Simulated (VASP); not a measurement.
# Co5Si3 in VASP: a series of runs, part 2 of 2

VASP 6.6.1. Earlier steps stand in the parts before.

### Step 3. Single point, PBE

Contents of INCAR:

```
SYSTEM = Co5Si3
PREC     = Accurate       ! precision mode
ENCUT    = 400            ! plane-wave cutoff, eV
EDIFF    = 1E-6           ! SCF threshold, eV
ISMEAR   = -1             ! smearing method
SIGMA    = 0.2172         ! smearing width, eV
LREAL    = Auto         
LASPH    = .TRUE.         ! aspherical terms in the spheres
NELM     = 120            ! most SCF steps
ALGO     = Normal         ! electronic algorithm
ISIF     = 2              ! what is computed and relaxed
LWAVE    = .FALSE.        ! write WAVECAR
LCHARG   = .FALSE.        ! write CHGCAR
GGA      = PE             ! functional
ISYM     = -1           
NBANDS   = 71             ! bands
GGA_COMPAT= .FALSE.
```

Contents of KPOINTS:

```
explicit points
1
Reciprocal
  0.25000000   0.25000000   0.25000000 1
```

Contents of POSCAR:

```
Co5Si3
1.0
    6.0338460000      0.0132440000      0.0089480000
    0.0132440000      5.8666660000      0.1294660000
    0.0089480000      0.1294660000      6.1142670000
Co Si
10 6
Direct
    0.5788141236      0.7800069428      0.7908251950
    0.7237057104      0.9428302090      0.2027660594
    0.2720796762      0.0969117587      0.9126771293
    1.0744242254      0.4207517493      0.6973903832
    0.3655485678      0.8167362133      0.2069045236
    0.5251020062      0.3040044742      0.1731252731
    0.8712355873      0.2467374473      0.4521508586
    1.0388654123      0.8639181334      0.4590249669
    0.9140993611      1.0045630918      0.8284301084
    0.3850376345      0.4882729040      0.4680960029
    0.7049873452      0.4408081033      0.7332213512
   -0.0530972687      0.3739765968      0.0575319757
    0.2561511172      0.7230591230      0.8474978910
    0.7447878488      0.5927060506      0.2952635789
    0.2232657070      0.1727598587      0.3318143762
    0.5128347308      1.0286625093      0.5129195919
```

Potentials or basis: VASP PAW PBE potentials, release 64 (Co, Si).

Launch:

```console
cat potpaw_PBE.64/Co/POTCAR potpaw_PBE.64/Si/POTCAR > POTCAR
mpirun -np 1 vasp_std > vasp.out
```

OUTCAR:

```text
SYSTEM = Co5Si3
   PREC = Accurate
   ENCUT = 400
   EDIFF = 1E-6
   ISMEAR = -1
   LREAL = Auto
   LASPH = .TRUE.
   NELM = 120
   ISIF = 2
   GGA = PE
   ISYM = -1

 ion  position               nearest neighbor table
   1  0.579  0.780  0.791-  13 2.00  11 2.17  16 2.23   9 2.44   3 2.74   5 2.86   2 2.87  10 2.92

   2  0.724  0.943  0.203-  14 2.11   5 2.29  16 2.35   6 2.43   8 2.50   7 2.56   9 2.57   1 2.87
                            12 2.97
   3  0.272  0.097  0.913-  13 2.25   9 2.29   5 2.45   4 2.56   6 2.56  15 2.64  12 2.71   1 2.74
                            16 2.88
   4  0.074  0.421  0.697-   7 2.22  11 2.24  13 2.31  12 2.34  10 2.36   3 2.56   9 2.72  15 2.86
                             8 2.93
   5  0.366  0.817  0.207-   2 2.29  13 2.38  15 2.41   3 2.45  10 2.45  16 2.46   8 2.52  14 2.68
                             1 2.86   6 3.02
   6  0.525  0.304  0.173-  15 2.19  10 2.30  14 2.31   2 2.43   3 2.56  16 2.58  12 2.67   7 2.71
                            11 2.98   5 3.02
   7  0.871  0.247  0.452-   4 2.22  15 2.29  11 2.33  14 2.33   8 2.46  12 2.54  16 2.54   2 2.56
                             9 2.66   6 2.71
   8  0.039  0.864  0.459-  15 2.24   7 2.46   2 2.50   5 2.52   9 2.55  14 2.62  13 2.81   4 2.93
                            10 3.03  16 3.05
   9  0.914  0.005  0.828-   3 2.29   1 2.44   8 2.55   2 2.57  13 2.64  12 2.64   7 2.66   4 2.72
                            11 2.89  16 3.10
  10  0.385  0.488  0.468-  15 2.29   6 2.30   4 2.36   5 2.45  14 2.48  11 2.53  16 2.80  13 2.85
                             1 2.92   8 3.03
  11  0.705  0.441  0.733-   1 2.17   4 2.24   7 2.33  12 2.48  10 2.53  14 2.80   9 2.89   6 2.98
                            16 3.05
  12  0.947  0.374  0.058-  14 2.32   4 2.34  11 2.48   7 2.54  15 2.61   9 2.64   6 2.67   3 2.71
                             2 2.97  13 3.02
  13  0.256  0.723  0.847-   1 2.00   3 2.25   4 2.31   5 2.38   9 2.64   8 2.81  10 2.85  12 3.02
                            16 3.08
  14  0.745  0.593  0.295-   2 2.11   6 2.31  12 2.32   7 2.33  10 2.48   8 2.62   5 2.68  11 2.80

  15  0.223  0.173  0.332-   6 2.19  16 2.22   8 2.24  10 2.29   7 2.29   5 2.41  12 2.61   3 2.64
                             4 2.86
  16  0.513  0.029  0.513-  15 2.22   1 2.23   2 2.35   5 2.46   7 2.54   6 2.58  10 2.80   3 2.88
                             8 3.05  11 3.05  13 3.08   9 3.10

IMPORTANT INFORMATION: All symmetrisations will be switched off!
NOSYMM: (Re-)initialisation of all symmetry stuff for point group C_1.

----------------------------------------------------------------------------------------

                                     Primitive cell

  volume of cell :     216.3336

  direct lattice vectors                    reciprocal lattice vectors
     6.033846000  0.013244000  0.008948000     0.165732932 -0.000368962 -0.000234731
     0.013244000  5.866666000  0.129466000    -0.000368962  0.170535073 -0.003610440
     0.008948000  0.129466000  6.114267000    -0.000234731 -0.003610440  0.163628695

  length of vectors
     6.033867170  5.868109304  6.115644076     0.165733509  0.170573687  0.163668690

  position of ions in fractional coordinates (direct lattice)
     0.578814124  0.780006943  0.790825195
     0.723705710  0.942830209  0.202766059
     0.272079676  0.096911759  0.912677129
     0.074424225  0.420751749  0.697390383
     0.365548568  0.816736213  0.206904524
     0.525102006  0.304004474  0.173125273
[... 8 lines left out ...]
     0.223265707  0.172759859  0.331814376
     0.512834731  0.028662509  0.512919592

  ion indices of the primitive-cell ions
   primitive index   ion index
                 1           1
                 2           2
                 3           3
                 4           4
                 5           5
                 6           6
[... 8 lines left out ...]
                15          15
                16          16

----------------------------------------------------------------------------------------

 KPOINTS: explicit points

Read explicit list of k-points.

 Found      1 k-points:

 Following reciprocal coordinates:
            Coordinates               Weight
  0.250000  0.250000  0.250000      1.000000
   k-points           NKPTS =      1   k-points in BZ     NKDIM =      1   number of bands    NBANDS=     71
   number of dos      NEDOS =    301   number of ions     NIONS =     16
   total plane-waves  NPLWV =  64000
   dimension x,y,z NGX =    40 NGY =   40 NGZ =   40
   dimension x,y,z NGXF=    80 NGYF=   80 NGZF=   80
   ions per type =              10   6
   NGX,Y,Z   is equivalent  to a cutoff of  11.02, 11.33, 10.87 a.u.
   NGXF,Y,Z  is equivalent  to a cutoff of  22.04, 22.66, 21.75 a.u.
 SYSTEM =  Co5Si3
   PREC   = accura    normal or accurate (medium, high low for compatibility)
   ISTART =      0    job   : 0-new  1-cont  2-samecut
   ICHARG =      2    charge: 1-file 2-atom 10-const
   ISPIN  =      1    spin polarized calculation?
   LNONCOLLINEAR =      F non collinear calculations
   LSORBIT =      F    spin-orbit coupling
   LASPH  =      T    aspherical Exc in radial PAW
   ENCUT  =  400.0 eV  29.40 Ry    5.42 a.u.   9.84  9.57  9.97*2*pi/ulx,y,z
   NELM   =    120;   NELMIN=  2; NELMDL= -5     # of ELM steps
   EDIFF  = 0.1E-05   stopping-criterion for ELM
   LREAL  =      T    real-space projection
   EDIFFG = 0.1E-04   stopping-criterion for IOM
   NSW    =      0    number of steps for IOM
   IBRION =     -1    ionic relax: 0-MD 1-quasi-New 2-CG
   NFREE  =      0    steps in history (QN), initial steepest desc. (CG)
   ISIF   =      2    stress and relaxation
   ISYM   =     -1    0-nonsym 1-usesym 2-fastsym
   POTIM  = 0.5000    time-step for ionic-motion
   TEBEG  =    0.0;   TEEND  =   0.0 temperature during run
   PSTRESS=    0.0 pullay stress
   NELECT =     114.0000    total number of electrons
   NUPDOWN=      -1.0000    fix difference up-down
   EMIN   =  10.00;   EMAX   =-10.00  energy-range for DOS
   EFERMI =   0.00;   METHOD = LEGACY
   ISMEAR =    -1;   SIGMA  =   0.22  broadening in eV -4-tet -1-fermi 0-gaus
   EFERMI_NEDOS =   21; number of points for ismear=-14 and -15
   IALGO  =     38    algorithm
   IMIX   =      4    mixing-type and parameters
     AMIX     =   0.40;   BMIX     =  1.00
     AMIX_MAG =   1.60;   BMIX_MAG =  1.00
  volume/ion in A,a.u.               =      13.52        91.24
  Fermi-wavevector in a.u.,A,eV,Ry     =   1.322316  2.498814 23.790040  1.748519
  Thomas-Fermi vector in A             =   2.452006
   LORBIT       =      0    0 simple, 1 ext, 2 COOP (PROOUT), +10 PAW based schemes
   GGA     = PE    functional components
   LHFCALC =     F    Hartree Fock is set to
   AEXX    =    0.0000 exact exchange contribution
   IVDW    =     0    specifies the selected vdW correction
   LEPSILON=     F    determine dielectric tensor
   LRPA    =     F    only Hartree local field effects (RPA)
 non-spin polarized calculation
  energy-cutoff  :      400.00
  volume of cell :      216.33
 maximum number of plane-waves:      3933
 NGX is ok and might be reduce to    40
   NGX = 19   NGY = 19   NGZ = 19

 number of electron     113.9999964 magnetization

 Free energy of the ion-electron system (eV)
  ---------------------------------------------------
  ext. energy  EPLUGINS =         0.00000000
  ---------------------------------------------------
  free energy    TOTEN  =       -99.63466975 eV

  energy without entropy =      -96.10927605  energy(sigma->0) =      -97.87197290

 E-fermi :   8.4948     XC(G=0): -11.7349

 val. band max:        8.4917708068   @ k =   0.2500   0.2500   0.2500
 cond. band min:       8.5435146422   @ k =   0.2500   0.2500   0.2500
 fundamental gap:      0.0517438354
 Fermi energy:         8.4947506176

 k-point     1 :       0.2500    0.2500    0.2500
  band No.  band energies     occupation
      1      -2.6937      2.00000
      2      -1.6643      2.00000
      3      -0.4591      2.00000
      4      -0.0537      2.00000
      5       0.7051      2.00000
      6       2.0561      2.00000
[... 61 lines left out ...]
     68      10.2908      0.00051
     69      10.6599      0.00009
 [bands above 69 left out]

------------------------ aborting loop because EDIFF is reached ----------------------------------------

  FORCE on cell =-STRESS in cart. coord.  units (eV):
  Direction    XX          YY          ZZ          XY          YZ          ZX
  --------------------------------------------------------------------------------------
  -------------------------------------------------------------------------------------
  Total        0.9386882     -7.4882933    -14.1934109      2.1323359      1.1860164      3.1396634
  in kB        6.9519711    -55.4586717   -105.1171047     15.7921857      8.7836963     23.2525025
  external PRESSURE =     -51.2079351 kB  Pullay stress =       0.0000000 kB

 VOLUME and BASIS-vectors are now :
 -----------------------------------------------------------------------------
  energy-cutoff  :      400.00
  volume of cell :      216.33
      direct lattice vectors                 reciprocal lattice vectors
     6.033846000  0.013244000  0.008948000     0.165732932 -0.000368962 -0.000234731
     0.013244000  5.866666000  0.129466000    -0.000368962  0.170535073 -0.003610440
     0.008948000  0.129466000  6.114267000    -0.000234731 -0.003610440  0.163628695

 POSITION                                       TOTAL-FORCE (eV/Angst)
 -----------------------------------------------------------------------------------
      3.50988      4.68609      4.94148         2.314218      1.036790      0.796679
      4.38103      5.56711      1.36831         1.128032      1.503278     -0.911860
      1.65114      0.69031      5.59533         0.289913      1.068102     -0.003232
      0.46088      2.55968      4.31917         0.831873      0.876444      1.308500
      2.21833      4.82315      1.37408        -0.354112     -0.290526      0.074953
      3.17396      1.81286      1.10259         1.595909      0.011960     -1.539516
[... 8 lines left out ...]
      1.35241      1.05944      2.05317        -2.644651      0.593827     -1.351973
      3.09933      0.24135      3.14443         2.096977     -0.374420      1.056936
 -----------------------------------------------------------------------------------
    total drift:                                0.008172      0.003359      0.004906

  FREE ENERGIE OF THE ION-ELECTRON SYSTEM (eV)
  ---------------------------------------------------
  free  energy   TOTEN  =       -99.6346697512 eV

  energy  without entropy=      -96.1092760460  energy(sigma->0) =      -97.87197290
```

Wall time 37 s (1 thread of Intel Xeon 6975P-C (Granite Rapids), shared host); peak memory 0.24 GiB.

Results:

```
Free energy   : -99.6347 eV
Pressure      : -5.1 GPa
Largest force : 3.682 eV/Å
```

Forces in eV/Å, atoms in the order of the input:
```
Co   2.314  1.037  0.797
Co   1.128  1.503 -0.912
Co   0.290  1.068 -0.003
Co   0.832  0.876  1.308
Co  -0.354 -0.291  0.075
Co   1.596  0.012 -1.540
Co  -1.414 -0.886 -1.558
Co  -0.129 -1.388  0.667
Co  -0.505  0.519 -0.246
Co   0.838  0.713  1.539
Si  -1.087 -0.914 -0.485
Si   0.826 -1.604 -0.410
Si  -3.555 -0.960  0.056
Si  -0.232  0.094  1.007
Si  -2.645  0.594 -1.352
Si   2.097 -0.374  1.057
```

Caveat: the atoms stand as in a frame of molecular dynamics.

### Step 4. Single point, PBE

Contents of INCAR:

```
SYSTEM = Co5Si3
PREC = Accurate
ENCUT = 400
EDIFF = 1E-6
ISMEAR = -1
SIGMA = 0.2172
LREAL = Auto
LASPH = .True.
NELM = 120
ALGO = Normal
ISIF = 2
LWAVE = .False.
LCHARG = .True.
GGA = PE
LELF = .True.
LVHAR = .True.
ISYM = -1
NBANDS = 71
GGA_COMPAT = .False.
```

KPOINTS is that of step 3.

Contents of POSCAR:

```
Co5Si3
1.0
    6.0338460000      0.0132440000      0.0089480000
    0.0132440000      5.8666660000      0.1294660000
    0.0089480000      0.1294660000      6.1142670000
Co Si
10 6
Direct
    0.4944744919      0.7366455851      0.8925939749
    0.7258218021      0.9845603071      0.1503694984
    0.3711709019      0.0735527902      0.9807560215
    1.1269166395      0.4147764057      0.7019717830
    0.3567967281      0.8148728754      0.2587520387
    0.5781346302      0.4363665238      0.1403035266
    0.9342616947      0.1914222173      0.4088751043
    1.0773566428      0.7580872403      0.5735162187
    0.9245731621      1.0066362280      0.7698964984
    0.5043577098      0.5279995687      0.4945713059
    0.7497652072      0.4847999380      0.7505043519
    0.0699924022      0.1848661944      0.0782584112
    0.1237113129      0.6839365015      0.9321563007
    0.8328699514      0.5358807083      0.3422855345
    0.3341876669      0.1980530390      0.4089258048
    0.5917500906      0.8714232319      0.5375451121
```

Launch:

```console
cat potpaw_PBE.64/Co/POTCAR potpaw_PBE.64/Si/POTCAR > POTCAR
mpirun -np 1 vasp_std > vasp.out
```

It took 40 s on 1 thread of Intel Xeon 6975P-C (Granite Rapids), shared host; peak memory 0.24 GiB.

Results (log left out):

* Free energy: -99.8542 eV
* Pressure: -2.7 GPa
* Largest force: 3.613 eV/Å

Forces in eV/Å, atoms in the order of the input:
```
Co   0.917 -1.117 -1.107
Co  -0.081 -0.598  0.180
Co   1.957  1.743 -1.698
Co   0.145 -2.720  0.323
Co  -0.640 -0.040  0.072
Co  -1.521 -1.373 -1.514
Co  -0.082 -1.008  0.602
Co   0.404  0.338 -2.908
Co  -1.240  0.986  1.456
Co  -1.874 -1.448  1.340
Si   0.964 -0.899  1.247
Si  -2.544  0.564 -0.364
Si   0.018  1.418  2.174
Si   2.788  2.289  0.194
Si  -0.738 -0.486 -0.498
Si   1.527  2.350  0.502
```

Stress tensor (GPa, compression positive):
```
-4.75 -2.68  1.23
-2.68  0.57  0.65
 1.23  0.65 -3.95
```

Levels at points of the mesh, in eV from the Fermi level:
```csv
k point,band 55,band 56,band 57,band 58,band 59,band 60,band 61,band 62,band 63,band 64
"(0.25, 0.25, 0.25)",-0.30,-0.14,-0.10,-0.03,-0.01,0.14,0.35,0.54,0.68,0.80
```

Caveat: the atoms stand as in a frame of molecular dynamics.

### Step 5. Summary

```csv
cell,pressure (GPa),largest force (eV/Å)
"as given, atomic positions A",-1.1,4.11
"as given, atomic positions B",-5.1,3.68
"as given, atomic positions C",-2.7,3.61
```

Alike in all rows: task single point; level PBE; potentials or basis VASP PAW PBE potentials, release 64 (Co, Si); no spin polarisation; k mesh 1 × 1 × 1, shifted; cutoff (eV) 400; smearing fermi-dirac 0.2172 eV.

Caveats: the atoms stand as in a frame of molecular dynamics.

Absolute energies hang on the potentials; compare differences alone.
